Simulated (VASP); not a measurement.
# AlB2As3 (P6/mmm) in VASP: a series of runs, part 2 of 2

VASP 6.6.1. The steps go on from the part before.

**4. Relaxation of cell and atoms, PBE**

The input, INCAR:

```
SYSTEM = AlB2As3
PREC = Accurate
ENCUT = 600
EDIFF = 1E-6
ISMEAR = 0
SIGMA = 0.1
LREAL = .FALSE.
LASPH = .TRUE.
NELM = 100
ALGO = Normal
ISIF = 3
LWAVE = .FALSE.
LCHARG = .FALSE.
GGA = PE
IBRION = 2
NSW = 100
EDIFFG = -0.01
```

The input, KPOINTS:

```
Automatic mesh
0
G
  6 6 12
  0 0 0
```

The input, POSCAR:

```
AlB2As3
1.0
    5.9397791900      0.0000000000      0.0000000000
   -2.9698896000      5.1439996700      0.0000000000
    0.0000000000      0.0000000000      3.2779062500
Al B As
1 2 3
Direct
    0.0000000000      0.0000000000      0.0000000000
    0.3333333300      0.6666666700      0.0000000000
    0.6666666700      0.3333333300      0.0000000000
    0.5000000000      0.0000000000      0.5000000000
    0.5000000000      0.5000000000      0.5000000000
    0.0000000000      0.5000000000      0.5000000000
```

Potentials or basis: VASP PAW PBE potentials, release 64 (Al, B, As).

Started as:

```sh
$ cat potpaw_PBE.64/Al/POTCAR potpaw_PBE.64/B/POTCAR potpaw_PBE.64/As/POTCAR > POTCAR
$ mpirun -np 1 vasp_std > vasp.out
```

OUTCAR:

```text
SYSTEM = AlB2As3
   PREC = Accurate
   ENCUT = 600
   EDIFF = 1E-6
   ISMEAR = 0
   LREAL = .FALSE.
   LASPH = .TRUE.
   NELM = 100
   ISIF = 3
   GGA = PE
   IBRION = 2
   NSW = 100
   EDIFFG = -0.01

 ion  position               nearest neighbor table
   1  0.000  0.000  0.000-
   2  0.333  0.667  0.000-   6 2.37   6 2.37   4 2.37   4 2.37   5 2.37   5 2.37
   3  0.667  0.333  0.000-   6 2.37   6 2.37   4 2.37   4 2.37   5 2.37   5 2.37
   4  0.500  0.000  0.500-   2 2.37   3 2.37   2 2.37   3 2.37
   5  0.500  0.500  0.500-   2 2.37   3 2.37   2 2.37   3 2.37
   6  0.000  0.500  0.500-   2 2.37   3 2.37   2 2.37   3 2.37

  LATTYP: Found a hexagonal cell.
 ALAT       =     5.9397791900
 C/A-ratio  =     0.5518565834

  Lattice vectors:

 A1 = (   5.9397791900,   0.0000000000,   0.0000000000)
 A2 = (  -2.9698896000,   5.1439996700,   0.0000000000)
 A3 = (   0.0000000000,   0.0000000000,   3.2779062500)
[... 309 lines left out ...]
  ext. energy  EPLUGINS =         0.00000000
  ---------------------------------------------------
  free energy    TOTEN  =       -25.79183180 eV

  energy without entropy =      -25.77585476  energy(sigma->0) =      -25.78384328

 E-fermi :   6.1597     XC(G=0): -10.5097

 val. band max:        6.1456134738   @ k =   0.3333   0.3333   0.3333
 cond. band min:       6.1850681040   @ k =   0.3333   0.1667   0.4167
 fundamental gap:      0.0394546301
 Fermi energy:         6.1597412766

 k-point     1 :       0.0000    0.0000    0.0000
  band No.  band energies     occupation
      1      -8.9619      2.00000
      2      -5.1551      2.00000
      3      -5.1551      2.00000
      4      -3.8594      2.00000
      5       0.2221      2.00000
      6       0.2221      2.00000
[... 433 lines left out ...]
      3      -4.4447      2.00000
      4      -1.2882      2.00000
      5       0.1756      2.00000
      6       0.6407      2.00000
[... 8 lines left out ...]
     15       7.8704      0.00000
     16       9.5771      0.00000

 [... further k-points ...]
[... 5 lines left out ...]
  --------------------------------------------------------------------------------------
  -------------------------------------------------------------------------------------
  Total        0.0070597      0.0070597      0.0170762     -0.0000000      0.0000000      0.0000000
  in kB        0.1197658      0.1197658      0.2896925     -0.0000000      0.0000000      0.0000000
  external PRESSURE =       0.1764080 kB  Pullay stress =       0.0000000 kB
[... 21 lines left out ...]
  FREE ENERGIE OF THE ION-ELECTRON SYSTEM (eV)
  ---------------------------------------------------
  free  energy   TOTEN  =       -25.7918318003 eV

  energy  without entropy=      -25.7758547644  energy(sigma->0) =      -25.78384328

 reached required accuracy - stopping structural energy minimisation
```

OSZICAR:

```text
N       E                     dE             d eps       ncg     rms          rms(c)
DAV:   1     0.854796923280E+02    0.85480E+02   -0.10534E+04  1568   0.139E+03
DAV:   2    -0.198576193088E+02   -0.10534E+03   -0.10395E+03  2088   0.196E+02
DAV:   3    -0.262331704968E+02   -0.63756E+01   -0.62616E+01  2224   0.487E+01
[... 30 lines left out ...]
DAV:   2    -0.257918858709E+02    0.16202E-03   -0.62619E-04  1968   0.149E-01    0.379E-02
DAV:   3    -0.257918389226E+02    0.46948E-04   -0.14791E-04  1896   0.573E-02    0.135E-02
DAV:   4    -0.257918329958E+02    0.59268E-05   -0.19355E-05  1920   0.240E-02    0.520E-03
DAV:   5    -0.257918317262E+02    0.12696E-05   -0.25694E-06  1136   0.899E-03    0.231E-03
DAV:   6    -0.257918318003E+02   -0.74112E-07   -0.30766E-07   832   0.361E-03
   4 F= -.25791832E+02 E0= -.25783843E+02  d E =-.219800E+00
```

Wall time 3.2 min (1 thread of Intel Xeon Platinum 8259CL at 2.50GHz (Skylake/Cascade Lake), shared host); peak memory 0.32 GiB.

What came out:

```yaml
Free_energy: -25.7918 eV
Relaxed_volume: 15.74 Å³/atom
Relaxed_cell: a = 5.926 Å, b = 5.926 Å, c = 3.106 Å, α = 90.00°, β = 90.00°, γ = 120.00°
Space_group_after_relaxing_to_0.1_Å: P6/mmm (No. 191)
Energy_gained_by_relaxing: 36.6 meV/atom
Ionic_steps: 4
Pressure_after_relaxing: 0.0 GPa
Band_gap_on_the_k_mesh: zero (bands 12 and 13 overlap by 2.34 eV)
```

Step by step:
```tsv
step	energy change (eV)	largest force (eV/Å)	pressure (GPa)	volume (Å³)
1	0.0000	0.0000	-4.53	100.15
2	-0.2128	0.0000	1.19	93.35
3	-0.2194	0.0000	0.25	94.22
4	-0.2198	0.0000	0.02	94.44
```

Final structure:
```
Al B As
1.0
     5.92581    0.00000    0.00000
    -2.96290    5.13190    0.00000
     0.00000    0.00000    3.10555
Al B As
1 2 3
Direct
  0.00000 0.00000 0.00000
  0.33333 0.66667 0.00000
  0.66667 0.33333 0.00000
  0.50000 0.00000 0.50000
  0.50000 0.50000 0.50000
  0.00000 0.50000 0.50000
```

Levels at points of the mesh, in eV from the Fermi level:
```csv
k point,band 10,band 11,band 12,band 13,band 14,band 15
"(0.00, 0.00, 0.00)",0.03,0.61,1.33,1.96,2.89,2.89
"(0.50, 0.00, 0.00)",-0.58,-0.55,0.67,1.11,2.10,2.82
"(0.00, 0.00, 0.50)",-3.13,-1.45,-1.24,-1.00,-1.00,3.32
"(0.50, 0.00, 0.50)",-2.24,-0.91,-0.85,-0.74,-0.55,0.43
```

**5. Summary**

```csv
task,cell,k mesh,cutoff (eV),gap on the mesh (eV),pressure (GPa)
single point,"a = 5.940, b = 5.940, c = 3.278 Å, angles 90.0, 90.0, 120.0°, 6 atoms",3 × 3 × 6,520,none,-3.8
single point,"a = 5.924, b = 5.924, c = 3.102 Å, angles 90.0, 90.0, 120.0°, 6 atoms",6 × 6 × 12,520,none,0.2
relaxation of cell and atoms,"relaxed from a = 5.940, b = 5.940, c = 3.278 Å, angles 90.0, 90.0, 120.0°, 6 atoms",6 × 6 × 12,600,none,0.0
```

Alike in all rows: level PBE; potentials or basis VASP PAW PBE potentials, release 64 (Al, B, As); no spin polarisation; smearing gaussian 0.1 eV.

Caveats: some runs use coarse meshes.

Absolute energies hang on the potentials; compare differences alone.
